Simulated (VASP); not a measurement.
# Al4Co (P-6m2) in VASP: single point with PBE

Aim: the single point of Al4Co with PBE.

Program: VASP 6.6.1. These are calculated values, not measurements. Logs are shortened: lines on timing, memory, paths and dates and some standing lists are left out, and cuts for length are marked.

### Step 1. The cell of the first run

The structure is hexagonal, space group P-6m2 (No. 187). The conventional cell has a = 6.165 Å, b = 6.165 Å, c = 2.855 Å, α = 90.00°, β = 90.00°, γ = 120.00°. Within 3.3 Å of Al (site symmetry -6m2) lie 8 Al at 2.53 to 2.85 Å. Within 3.3 Å of Al (site symmetry mm2) lie 6 Al at 2.53 to 2.85 Å. Co (site symmetry -6m2) has 2 Co at 2.85 Å and 15 Al at 3.41 to 3.56 Å within 3.8 Å.

### Step 2. Single point, PBE, collinear spin, ferromagnetic start

File INCAR:

```
SYSTEM = Al4Co
  PREC = Accurate
  ENCUT = 520
  EDIFF = 1E-7
  ISMEAR = 0
  SIGMA = 0.2
  LREAL = .FALSE.
  LASPH = .TRUE.
  NELM = 150
  ALGO = Normal
  ISIF = 2
  LWAVE = .FALSE.
  LCHARG = .TRUE.
  ISPIN = 2
  MAGMOM = 0 0 0 0 3
  LORBIT = 11
  LMAXMIX = 4
  GGA = PE
  LELF = .TRUE.
  LVHAR = .TRUE.
  NBANDS = 22
```

File KPOINTS:

```
Automatic mesh
0
G
  3 3 7
  0 0 0
```

File POSCAR:

```
Al4Co
1.0
    6.1649739125     -0.0000000029      0.0000000000
   -3.0824869537      5.3390240233      0.0000000000
    0.0000000000      0.0000000000      2.8547418240
Al Co
4 1
Direct
    0.6666666667      0.3333333333      0.5000000000
    0.8617500886      0.1382499114      0.0000000000
    0.8617500886      0.7235001771      0.0000000000
    0.2764998229      0.1382499114      0.0000000000
    0.3333333333      0.6666666667      0.5000000000
```

Potentials or basis: VASP PAW PBE potentials, release 64 (Al, Co).

On the command line:

```
$ cat potpaw_PBE.64/Al/POTCAR potpaw_PBE.64/Co/POTCAR > POTCAR
$ mpirun -np 1 vasp_std > vasp.out
```

OUTCAR:

```text
SYSTEM = Al4Co
   PREC = Accurate
   ENCUT = 520
   EDIFF = 1E-7
   ISMEAR = 0
   LREAL = .FALSE.
   LASPH = .TRUE.
   NELM = 150
   ISIF = 2
   ISPIN = 2
   LORBIT = 11
   GGA = PE

 ion  position               nearest neighbor table
   1  0.667  0.333  0.500-   3 2.53   3 2.53   2 2.53   2 2.53   4 2.53   4 2.53
   2  0.862  0.138  0.000-   1 2.53   1 2.53   3 2.56   4 2.56
   3  0.862  0.724  0.000-   1 2.53   1 2.53   2 2.56   4 2.56
   4  0.276  0.138  0.000-   1 2.53   1 2.53   3 2.56   2 2.56
   5  0.333  0.667  0.500-

  LATTYP: Found a hexagonal cell.
 ALAT       =     6.1649739125
 C/A-ratio  =     0.4630582164

  Lattice vectors:

 A1 = (   6.1649739125,  -0.0000000029,   0.0000000000)
 A2 = (  -3.0824869537,   5.3390240233,   0.0000000000)
 A3 = (   0.0000000000,   0.0000000000,   2.8547418240)

Analysis of symmetry for initial positions (statically):
=====================================================================
 Subroutine PRICEL returns:
 Original cell was already a primitive cell.

 Routine SETGRP: Setting up the symmetry group for a
 hexagonal supercell.

 Subroutine GETGRP returns: Found 12 space group operations
 (whereof 12 operations were pure point group operations)
 out of a pool of 24 trial point group operations.

The static configuration has the point symmetry D_3h.

Analysis of symmetry for dynamics (positions and initial velocities):
=====================================================================
 Subroutine PRICEL returns:
 Original cell was already a primitive cell.

 Routine SETGRP: Setting up the symmetry group for a
 hexagonal supercell.

 Subroutine GETGRP returns: Found 12 space group operations
 (whereof 12 operations were pure point group operations)
 out of a pool of 24 trial point group operations.

The dynamic configuration has the point symmetry D_3h.

Analysis of structural, dynamic, and magnetic symmetry:
=====================================================================
 Subroutine PRICEL returns:
 Original cell was already a primitive cell.

 Routine SETGRP: Setting up the symmetry group for a
 hexagonal supercell.

 Subroutine GETGRP returns: Found 12 space group operations
 (whereof 12 operations were pure point group operations)
 out of a pool of 24 trial point group operations.

The overall configuration has the point symmetry D_3h.

 Subroutine INISYM returns: Found 12 space group operations
 (whereof 12 operations are pure point group operations),
 and found     1 'primitive' translations

----------------------------------------------------------------------------------------

                                     Primitive cell

  volume of cell :      93.9637

  direct lattice vectors                    reciprocal lattice vectors
     6.164973912 -0.000000003  0.000000000     0.162206688  0.093650075  0.000000000
    -3.082486954  5.339024023  0.000000000     0.000000000  0.187300150  0.000000000
     0.000000000  0.000000000  2.854741824     0.000000000  0.000000000  0.350294374

  length of vectors
     6.164973912  6.164973912  2.854741824     0.187300150  0.187300150  0.350294374

  position of ions in fractional coordinates (direct lattice)
     0.666666667  0.333333333  0.500000000
     0.861750089  0.138249911  0.000000000
     0.861750089  0.723500177  0.000000000
     0.276499823  0.138249911  0.000000000
     0.333333333  0.666666667  0.500000000

  ion indices of the primitive-cell ions
   primitive index   ion index
                 1           1
                 2           2
                 3           3
                 4           4
                 5           5

----------------------------------------------------------------------------------------

 KPOINTS: Automatic mesh

Automatic generation of k-mesh.
 Grid dimensions read from file:
 generate k-points for:    3    3    7

 Generating k-lattice:

  Cartesian coordinates                     Fractional coordinates (reciprocal lattice)
     0.054068896  0.031216692  0.000000000     0.333333333  0.000000000  0.000000000
     0.000000000  0.062433383  0.000000000     0.000000000  0.333333333  0.000000000
     0.000000000  0.000000000  0.050042053     0.000000000  0.000000000  0.142857143

  Length of vectors
     0.062433383  0.062433383  0.050042053

  Shift w.r.t. Gamma in fractional coordinates (k-lattice)
     0.000000000  0.000000000  0.000000000

 Subroutine IBZKPT returns following result:
 ===========================================

 Found     12 irreducible k-points:

 Following reciprocal coordinates:
            Coordinates               Weight
  0.000000  0.000000  0.000000      1.000000
  0.333333  0.000000  0.000000      6.000000
  0.333333  0.333333  0.000000      2.000000
  0.000000  0.000000  0.142857      2.000000
  0.333333  0.000000  0.142857     12.000000
  0.333333  0.333333  0.142857      4.000000
  0.000000  0.000000  0.285714      2.000000
  0.333333  0.000000  0.285714     12.000000
  0.333333  0.333333  0.285714      4.000000
  0.000000  0.000000  0.428571      2.000000
  0.333333  0.000000  0.428571     12.000000
  0.333333  0.333333  0.428571      4.000000
   k-points           NKPTS =     12   k-points in BZ     NKDIM =     12   number of bands    NBANDS=     22
   number of dos      NEDOS =    301   number of ions     NIONS =      5
   total plane-waves  NPLWV =  55296
   dimension x,y,z NGX =    48 NGY =   48 NGZ =   24
   dimension x,y,z NGXF=    96 NGYF=   96 NGZF=   48
   ions per type =               4   1
   NGX,Y,Z   is equivalent  to a cutoff of  12.94, 12.94, 13.98 a.u.
   NGXF,Y,Z  is equivalent  to a cutoff of  25.89, 25.89, 27.95 a.u.
 SYSTEM =  Al4Co
   PREC   = accura    normal or accurate (medium, high low for compatibility)
   ISTART =      0    job   : 0-new  1-cont  2-samecut
   ICHARG =      2    charge: 1-file 2-atom 10-const
   ISPIN  =      2    spin polarized calculation?
   LNONCOLLINEAR =      F non collinear calculations
   LSORBIT =      F    spin-orbit coupling
   LASPH  =      T    aspherical Exc in radial PAW
   ENCUT  =  520.0 eV  38.22 Ry    6.18 a.u.  11.46 11.46  5.31*2*pi/ulx,y,z
   NELM   =    150;   NELMIN=  2; NELMDL= -5     # of ELM steps
   EDIFF  = 0.1E-06   stopping-criterion for ELM
   LREAL  =      F    real-space projection
   EDIFFG = 0.1E-05   stopping-criterion for IOM
   NSW    =      0    number of steps for IOM
   IBRION =     -1    ionic relax: 0-MD 1-quasi-New 2-CG
   NFREE  =      0    steps in history (QN), initial steepest desc. (CG)
   ISIF   =      2    stress and relaxation
   ISYM   =      2    0-nonsym 1-usesym 2-fastsym
   POTIM  = 0.5000    time-step for ionic-motion
   TEBEG  =    0.0;   TEEND  =   0.0 temperature during run
   PSTRESS=    0.0 pullay stress
   NELECT =      21.0000    total number of electrons
   NUPDOWN=      -1.0000    fix difference up-down
   EMIN   =  10.00;   EMAX   =-10.00  energy-range for DOS
   EFERMI =   0.00;   METHOD = LEGACY
   ISMEAR =     0;   SIGMA  =   0.20  broadening in eV -4-tet -1-fermi 0-gaus
   EFERMI_NEDOS =   21; number of points for ismear=-14 and -15
   IALGO  =     38    algorithm
   IMIX   =      4    mixing-type and parameters
     AMIX     =   0.40;   BMIX     =  1.00
     AMIX_MAG =   1.60;   BMIX_MAG =  1.00
  volume/ion in A,a.u.               =      18.79       126.82
  Fermi-wavevector in a.u.,A,eV,Ry     =   0.993485  1.877414 13.429117  0.987012
  Thomas-Fermi vector in A             =   2.125370
   LORBIT       =     11    0 simple, 1 ext, 2 COOP (PROOUT), +10 PAW based schemes
   GGA     = PE    functional components
   LHFCALC =     F    Hartree Fock is set to
   AEXX    =    0.0000 exact exchange contribution
   IVDW    =     0    specifies the selected vdW correction
   LEPSILON=     F    determine dielectric tensor
   LRPA    =     F    only Hartree local field effects (RPA)
 spin polarized calculation
 Gauss-broadening in eV      SIGMA  =   0.20
  energy-cutoff  :      520.00
  volume of cell :       93.96
 maximum number of plane-waves:      2567
 NGX is ok and might be reduce to    48
   NGX = 23   NGY = 23   NGZ = 11

 number of electron      20.9999990 magnetization       1.7149931

 Free energy of the ion-electron system (eV)
  ---------------------------------------------------
  ext. energy  EPLUGINS =         0.00000000
  ---------------------------------------------------
  free energy    TOTEN  =       -18.73655049 eV

  energy without entropy =      -18.62415062  energy(sigma->0) =      -18.68035056

 E-fermi :   6.1360     XC(G=0):  -9.7700

 val. band max:        6.1291926975   @ k =   0.3333   0.0000   0.2857
 cond. band min:       6.1589558163   @ k =   0.0000   0.0000   0.2857
 fundamental gap:      0.0297631188
 Fermi energy:         6.1360334539

 spin component 1

 k-point     1 :       0.0000    0.0000    0.0000
  band No.  band energies     occupation
      1      -4.0534      1.00000
      2      -0.2239      1.00000
      3       0.4897      1.00000
      4       0.4897      1.00000
      5       2.9910      1.00000
      6       2.9910      1.00000
[... 289 lines left out ...]
     21      12.2098      0.00000
     22      12.6767      0.00000
 Fermi energy:         6.1360334539

 spin component 2

 k-point     1 :       0.0000    0.0000    0.0000
  band No.  band energies     occupation
      1      -4.0790      1.00000
      2      -0.2544      1.00000
      3       0.4968      1.00000
      4       0.4968      1.00000
      5       2.9190      1.00000
      6       2.9190      1.00000
[... 289 lines left out ...]
     21      12.2458      0.00000
     22      12.6716      0.00000

------------------------ aborting loop because EDIFF is reached ----------------------------------------

  FORCE on cell =-STRESS in cart. coord.  units (eV):
  Direction    XX          YY          ZZ          XY          YZ          ZX
  --------------------------------------------------------------------------------------
  -------------------------------------------------------------------------------------
  Total        0.0804831      0.0804831     -0.4028132      0.0000000      0.0000000      0.0000000
  in kB        1.3723201      1.3723201     -6.8683798      0.0000000      0.0000000      0.0000000
  external PRESSURE =      -1.3745798 kB  Pullay stress =       0.0000000 kB

 VOLUME and BASIS-vectors are now :
 -----------------------------------------------------------------------------
  energy-cutoff  :      520.00
  volume of cell :       93.96
      direct lattice vectors                 reciprocal lattice vectors
     6.164973912 -0.000000003  0.000000000     0.162206688  0.093650075  0.000000000
    -3.082486954  5.339024023  0.000000000     0.000000000  0.187300150  0.000000000
     0.000000000  0.000000000  2.854741824     0.000000000  0.000000000  0.350294374

 POSITION                                       TOTAL-FORCE (eV/Angst)
 -----------------------------------------------------------------------------------
      3.08249      1.77967      1.42737        -0.000000      0.000000      0.000000
      4.88651      0.73812      0.00000        -0.020591      0.011888     -0.000000
      3.08249      3.86278      0.00000        -0.000000     -0.023776      0.000000
      1.27846      0.73812      0.00000         0.020591      0.011888     -0.000000
      0.00000      3.55935      1.42737        -0.000000      0.000000      0.000000
 -----------------------------------------------------------------------------------
    total drift:                                0.000000     -0.000000     -0.000000

  FREE ENERGIE OF THE ION-ELECTRON SYSTEM (eV)
  ---------------------------------------------------
  free  energy   TOTEN  =       -18.7365504939 eV

  energy  without entropy=      -18.6241506233  energy(sigma->0) =      -18.68035056

 total charge

# of ion       s       p       d       tot
------------------------------------------
    1        0.440   0.428   0.000   0.867
    2        0.443   0.362   0.000   0.805
    3        0.443   0.362   0.000   0.805
    4        0.443   0.362   0.000   0.805
    5        0.310   0.147   7.202   7.659
--------------------------------------------------
tot          2.078   1.662   7.202  10.942

 magnetization (x)

# of ion       s       p       d       tot
------------------------------------------
    1       -0.000   0.000   0.000  -0.000
    2        0.005  -0.005   0.000  -0.000
    3        0.005  -0.005   0.000  -0.000
    4        0.005  -0.005   0.000  -0.000
    5        0.006  -0.002   1.859   1.863
--------------------------------------------------
tot          0.020  -0.017   1.859   1.861
```

It took 48 s on 1 thread of Intel Xeon Platinum 8488C (Sapphire Rapids), shared host; peak memory 0.28 GiB.

Results:

```
Free energy                                           : -18.7366 eV
Pressure                                              : -0.1 GPa
Largest force                                         : 0.024 eV/Å
Net moment                                            : 1.71 μB per cell
Site moments                                          : Al -0.00; Co +1.86 μB
Valence electrons inside the program's atomic spheres : Al 0.87, 0.81; Co 7.66
```

Forces on the atoms (eV/Å):
```
Al   0.000  0.000  0.000
Al  -0.021  0.012  0.000
Al   0.000 -0.024  0.000
Al   0.021  0.012  0.000
Co   0.000  0.000  0.000
```

Levels at points of the mesh, in eV from the Fermi level:
Spin up:
```
           k point  band 8  band 9  band 10  band 11  band 12  band 13  band 14  band 15
(0.00, 0.00, 0.00)   -1.82   -1.82    -1.64    -1.64    -1.56     4.52     4.52     4.75
```
Spin down:
```
           k point  band 8  band 9  band 10  band 11  band 12  band 13
(0.00, 0.00, 0.00)   -0.70   -0.08    -0.08     0.47     0.47     4.55
```

Caveat: the k points lie up to 0.39 Å⁻¹ apart.
